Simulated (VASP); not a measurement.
# Te in VASP: a series of runs, part 2 of 3

VASP 6.6.1. Earlier steps stand in the parts before.

## Step 3: Single point, r2SCAN (biaxial xy strain -5.9%)

File POSCAR:

```
Te
1.0
    4.2079006210      0.0000000000      0.0000000000
   -2.1039503105      3.6441488344      0.0000000000
    0.0000000000      0.0000000000      5.9487470455
Te
3
Direct
    0.2844684963      0.0000000000      0.3333333333
    0.0000000000      0.2844684963      0.6666666667
    0.7155315037      0.7155315037      0.0000000000
```

File INCAR.step1:

```
SYSTEM = Te
PREC = Accurate ; ENCUT = 520
ISMEAR = -1 ; SIGMA = 0.02
LREAL = .FALSE. ; LASPH = .TRUE.
NELM = 80 ; NBANDS = 16
GGA = PE ; ALGO = Normal
EDIFF = 1E-4 ; LWAVE = .TRUE.
LCHARG = .FALSE.
```

File INCAR.step2:

```
SYSTEM = Te
PREC = Accurate ; ENCUT = 520
EDIFF = 1E-7 ; ISMEAR = -1
SIGMA = 0.02 ; LREAL = .FALSE.
LASPH = .TRUE. ; NELM = 80
ALGO = Normal ; ISIF = 2
LWAVE = .FALSE. ; LCHARG = .FALSE.
METAGGA = R2SCAN ; LMIXTAU = .TRUE.
NBANDS = 16 ; ISTART = 1
```

File KPOINTS:

```
Automatic mesh
0
G
  6 6 4
  0 0 0
```

Potentials or basis: VASP PAW PBE potentials, release 64 (Te).

Command:

```bash
$ cat potpaw_PBE.64/Te/POTCAR > POTCAR
$ cp INCAR.step1 INCAR
$ mpirun -np 1 vasp_std > vasp.out
$ cp INCAR.step2 INCAR
$ mpirun -np 1 vasp_std > vasp.out
```

OUTCAR:

```text
SYSTEM = Te
   PREC = Accurate
   ENCUT = 520
   EDIFF = 1E-7
   ISMEAR = -1
   LREAL = .FALSE.
   LASPH = .TRUE.
   NELM = 80
   ISIF = 2
   METAGGA = R2SCAN
   ISTART = 1

 ion  position               nearest neighbor table
   1  0.284  0.000  0.333-   3 2.87   2 2.87   3 3.29   3 3.29   2 3.29   2 3.29
   2  0.000  0.284  0.667-   3 2.87   1 2.87   3 3.29   3 3.29   1 3.29   1 3.29
   3  0.716  0.716  0.000-   1 2.87   2 2.87   1 3.29   2 3.29   2 3.29   1 3.29

  LATTYP: Found a hexagonal cell.
 ALAT       =     4.2079006210
 C/A-ratio  =     1.4137090158

  Lattice vectors:

 A1 = (   4.2079006210,   0.0000000000,   0.0000000000)
 A2 = (  -2.1039503105,   3.6441488344,   0.0000000000)
 A3 = (   0.0000000000,   0.0000000000,   5.9487470455)

Analysis of symmetry for initial positions (statically):
=====================================================================
 Subroutine PRICEL returns:
 Original cell was already a primitive cell.

 Routine SETGRP: Setting up the symmetry group for a
 hexagonal supercell.

 Subroutine GETGRP returns: Found  6 space group operations
 (whereof  2 operations were pure point group operations)
 out of a pool of 24 trial point group operations.

The static configuration has the point symmetry C_2 .
 The point group associated with its full space group is D_3 .

Analysis of symmetry for dynamics (positions and initial velocities):
=====================================================================
 Subroutine PRICEL returns:
 Original cell was already a primitive cell.

 Routine SETGRP: Setting up the symmetry group for a
 hexagonal supercell.

 Subroutine GETGRP returns: Found  6 space group operations
 (whereof  2 operations were pure point group operations)
 out of a pool of 24 trial point group operations.

The dynamic configuration has the point symmetry C_2 .
 The point group associated with its full space group is D_3 .

 Subroutine INISYM returns: Found  6 space group operations
 (whereof  2 operations are pure point group operations),
[... 116 lines left out ...]
     AMIX     =   0.40;   BMIX     =  1.00
     AMIX_MAG =   1.60;   BMIX_MAG =  1.00
  volume/ion in A,a.u.               =      30.41       205.19
  Fermi-wavevector in a.u.,A,eV,Ry     =   0.953096  1.801090 12.359423  0.908392
  Thomas-Fermi vector in A             =   2.081720
   LORBIT       =      0    0 simple, 1 ext, 2 COOP (PROOUT), +10 PAW based schemes
   METAGGA = R2SCAN    functional components
   LHFCALC =     F    Hartree Fock is set to
   AEXX    =    0.0000 exact exchange contribution
   IVDW    =     0    specifies the selected vdW correction
   LEPSILON=     F    determine dielectric tensor
   LRPA    =     F    only Hartree local field effects (RPA)
 non-spin polarized calculation
  energy-cutoff  :      520.00
  volume of cell :       91.22
 maximum number of plane-waves:      2478
 NGX is ok and might be reduce to    32
   NGX = 15   NGY = 15   NGZ = 23

 number of electron      17.9999999 magnetization

 Free energy of the ion-electron system (eV)
  ---------------------------------------------------
  ext. energy  EPLUGINS =         0.00000000
  ---------------------------------------------------
  free energy    TOTEN  =       -76.02877391 eV

  energy without entropy =      -76.02791378  energy(sigma->0) =      -76.02834385

 E-fermi :   7.3305     XC(G=0): -10.0485

 val. band max:        7.2985964384   @ k =   0.3333   0.3333   0.5000
 cond. band min:       7.3439068095   @ k =   0.3333   0.3333   0.5000
 fundamental gap:      0.0453103712
 Fermi energy:         7.3304558040

 k-point     1 :       0.0000    0.0000    0.0000
  band No.  band energies     occupation
      1      -7.6216      2.00000
      2      -3.8296      2.00000
      3      -3.8296      2.00000
      4       4.1025      2.00000
      5       4.6076      2.00000
      6       4.6076      2.00000
[... 433 lines left out ...]
      3      -3.7383      2.00000
      4       1.2304      2.00000
      5       1.2818      2.00000
      6       1.2818      2.00000
[... 8 lines left out ...]
     15      14.0970      0.00000
     16      15.1103      0.00000

------------------------ aborting loop because EDIFF is reached ----------------------------------------

  FORCE on cell =-STRESS in cart. coord.  units (eV):
  Direction    XX          YY          ZZ          XY          YZ          ZX
  --------------------------------------------------------------------------------------
  -------------------------------------------------------------------------------------
  Total        2.9701432      2.9701432      3.0363918      0.0000000      0.0000000      0.0000000
  in kB       52.1676032     52.1676032     53.3311944      0.0000000      0.0000000      0.0000000
  external PRESSURE =      52.5554669 kB  Pullay stress =       0.0000000 kB

 VOLUME and BASIS-vectors are now :
 -----------------------------------------------------------------------------
  energy-cutoff  :      520.00
  volume of cell :       91.22
      direct lattice vectors                 reciprocal lattice vectors
     4.207900621  0.000000000  0.000000000     0.237648198  0.137206251  0.000000000
    -2.103950311  3.644148834  0.000000000     0.000000000  0.274412502  0.000000000
     0.000000000  0.000000000  5.948747046     0.000000000  0.000000000  0.168102626

 POSITION                                       TOTAL-FORCE (eV/Angst)
 -----------------------------------------------------------------------------------
      1.19702      0.00000      1.98292         0.010576      0.000000     -0.000000
     -0.59851      1.03665      3.96583        -0.005288      0.009160      0.000000
      1.50544      2.60750      0.00000        -0.005288     -0.009160     -0.000000
 -----------------------------------------------------------------------------------
    total drift:                               -0.000000     -0.000001      0.000000

  FREE ENERGIE OF THE ION-ELECTRON SYSTEM (eV)
  ---------------------------------------------------
  free  energy   TOTEN  =       -76.0287739134 eV

  energy  without entropy=      -76.0279137828  energy(sigma->0) =      -76.02834385
```

OUTCAR.step1:

```text
SYSTEM = Te
   PREC = Accurate
   ENCUT = 520
   ISMEAR = -1
   LREAL = .FALSE.
   LASPH = .TRUE.
   NELM = 80
[... 679 lines left out ...]
      1.19702      0.00000      1.98292         0.179547      0.000000      0.000000
     -0.59851      1.03665      3.96583        -0.089773      0.155492     -0.000000
      1.50544      2.60750      0.00000        -0.089773     -0.155492      0.000000
 -----------------------------------------------------------------------------------
    total drift:                                0.000000     -0.000000      0.000000

  FREE ENERGIE OF THE ION-ELECTRON SYSTEM (eV)
  ---------------------------------------------------
  free  energy   TOTEN  =        -9.2412328399 eV

  energy  without entropy=       -9.2403941137  energy(sigma->0) =       -9.24081348
```

OSZICAR.step1:

```text
N       E                     dE             d eps       ncg     rms          rms(c)
DAV:   1     0.715746709666E+02    0.71575E+02   -0.65673E+03   768   0.909E+02
DAV:   2    -0.495211038836E+01   -0.76527E+02   -0.73035E+02  1048   0.138E+02
DAV:   3    -0.917651256932E+01   -0.42244E+01   -0.42069E+01   896   0.361E+01
DAV:   4    -0.924573797431E+01   -0.69225E-01   -0.69194E-01  1104   0.537E+00
DAV:   5    -0.924687487780E+01   -0.11369E-02   -0.11369E-02  1040   0.591E-01    0.144E+01
DAV:   6    -0.924066883690E+01    0.62060E-02   -0.10370E-02   984   0.630E-01    0.898E+00
DAV:   7    -0.924144033583E+01   -0.77150E-03   -0.20833E-02   944   0.906E-01    0.236E-01
DAV:   8    -0.924121510008E+01    0.22524E-03   -0.30577E-03   920   0.311E-01    0.116E-01
DAV:   9    -0.924123283987E+01   -0.17740E-04   -0.83725E-05   808   0.612E-02
   1 F= -.92412328E+01 E0= -.92408135E+01  d E =-.838726E-03
```

Wall time 3.1 min (1 thread of Intel Xeon Platinum 8259CL at 2.50GHz (Skylake/Cascade Lake), shared host); peak memory 0.23 GiB.

What came out:

| Quantity | Value |
| --- | --- |
| Free energy | -76.0288 eV |
| Pressure | 5.3 GPa |
| Largest force | 0.011 eV/Å |
| Band gap on the k mesh | 0.05 eV |

Forces on the atoms (eV/Å):
```
Te   0.011  0.000  0.000
Te  -0.005  0.009  0.000
Te  -0.005 -0.009  0.000
```

Stress tensor (GPa, compression positive):
```
5.22 0.00 0.00
0.00 5.22 0.00
0.00 0.00 5.33
```

Caveat: the cell differs from its parent crystal (biaxial xy strain -5.9%); the cell stands under pressure; the PAW data sets were made with another functional, which shifts forces and pressure a little; spin-orbit coupling is left out, which moves the levels of the heavy elements. A k mesh can miss the band edges.

## Step 4: Single point, PBE (shear xy strain +0.8%)

File INCAR:

```
SYSTEM = Te
PREC = Accurate ; ENCUT = 520
EDIFF = 1E-6 ; ISMEAR = -1
SIGMA = 0.02 ; LREAL = .False.
LASPH = .True. ; NELM = 100
ALGO = Normal ; ISIF = 2
LWAVE = .False. ; LCHARG = .False.
GGA = PE ; NBANDS = 16
```

File KPOINTS:

```
Automatic mesh
0
Gamma
  6 6 4
  0 0 0
```

File POSCAR:

```
Te
1.0
    4.4712576995      0.0167672164      0.0000000000
   -2.2211080144      3.8638391464      0.0000000000
    0.0000000000      0.0000000000      5.9487470455
Te
3
Direct
    0.2634853628     -0.0011800536      0.3331192251
   -0.0005941957      0.2646506465      0.6667630767
    0.7371088329      0.7365294071      0.0001176982
```

Command:

```bash
$ cat potpaw_PBE.64/Te/POTCAR > POTCAR
$ mpirun -np 1 vasp_std > vasp.out
```

It took 2 min on 1 thread of Intel Xeon Platinum 8259CL at 2.50GHz (Skylake/Cascade Lake), shared host; peak memory 0.28 GiB.

Results (log left out):

```yaml
Free_energy: -9.4105 eV
Pressure: 1.4 GPa
Largest_force: 0.235 eV/Å
Band_gap_on_the_k_mesh: 0.15 eV
```

Forces on the atoms (eV/Å):
```
Te   0.233  0.002  0.001
Te  -0.115  0.201  0.000
Te  -0.118 -0.203 -0.001
```

Stress tensor (GPa, compression positive):
```
 1.35 -0.08 -0.08
-0.08  1.35  0.00
-0.08  0.00  1.61
```

Levels at points of the mesh, in eV from the valence-band top:
```
           k point  band 5  band 6  band 7  band 8  band 9  band 10  band 11  band 12  band 13  band 14
(0.00, 0.00, 0.00)   -2.77   -2.76   -1.63   -1.62   -0.74     1.02     1.03     1.66     4.95     4.99
(0.50, 0.00, 0.00)   -4.36   -3.48   -3.42   -1.05   -0.81     0.94     1.03     3.07     3.70     7.28
(0.00, 0.50, 0.00)   -4.37   -3.49   -3.43   -1.08   -0.83     0.92     1.02     3.06     3.71     7.29
(0.50, 0.50, 0.00)   -4.38   -3.50   -3.43   -1.11   -0.85     0.90     1.02     3.06     3.72     7.31
(0.00, 0.00, 0.50)   -2.64   -2.62   -1.31   -1.05   -1.02     0.54     0.59     0.60     4.06     5.30
(0.50, 0.00, 0.50)   -3.65   -3.59   -2.36   -2.02   -0.22     0.78     1.94     2.56     4.59     5.32
(0.00, 0.50, 0.50)   -3.67   -3.61   -2.36   -2.02   -0.21     0.77     1.93     2.55     4.57     5.34
(0.50, 0.50, 0.50)   -3.70   -3.63   -2.36   -2.03   -0.21     0.76     1.92     2.55     4.56     5.36
```

Caveat: the cell differs from its parent crystal (shear xy strain +0.8%); spin-orbit coupling is left out, which moves the levels of the heavy elements. A k mesh can miss the band edges.

[end of part 2 of 3]
